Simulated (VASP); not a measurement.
# KAlAs3: single point with PBE

The system is KAlAs3.

```
CELL_PARAMETERS angstrom
5.02105 0.00000 0.00000
0.00000 5.02105 0.00000
0.00000 0.00000 5.02105
ATOMIC_POSITIONS crystal
K 0.00000 0.00000 0.00000
Al 0.50000 0.50000 0.50000
As 0.00000 0.50000 0.50000
As 0.50000 0.00000 0.50000
As 0.50000 0.50000 0.00000
```

```yaml
Program: VASP 6.6.1
Task: single point
Functional: PBE
Potentials_or_basis: VASP PAW PBE potentials, release 64 (K_sv, Al, As)
Cutoff: 520 eV
k_mesh: 8 × 8 × 8
Occupations: gaussian, width 0.1 eV
Spin: no spin polarisation
```

```yaml
Pressure: 0.1 GPa
```

Levels at points of the mesh, in eV from the Fermi level:
```csv
k point,band 10,band 11,band 12,band 13,band 14,band 15,band 16,band 17
"(0.00, 0.00, 0.00)",-4.28,-0.64,0.10,0.10,0.10,0.77,0.77,0.77
"(0.50, 0.00, 0.00)",-3.63,-1.59,-1.08,-1.08,-0.85,0.38,0.38,3.29
"(0.50, 0.50, 0.00)",-3.34,-1.19,-1.19,-0.96,-0.96,0.09,1.79,4.42
"(0.50, 0.50, 0.50)",-2.97,-2.97,0.15,0.15,1.91,1.91,1.91,3.42
```

It took 82 s on 1 thread of Intel(R) Xeon(R) Platinum 8488C (Sapphire Rapids) (shared host), peak memory 0.28 GiB.
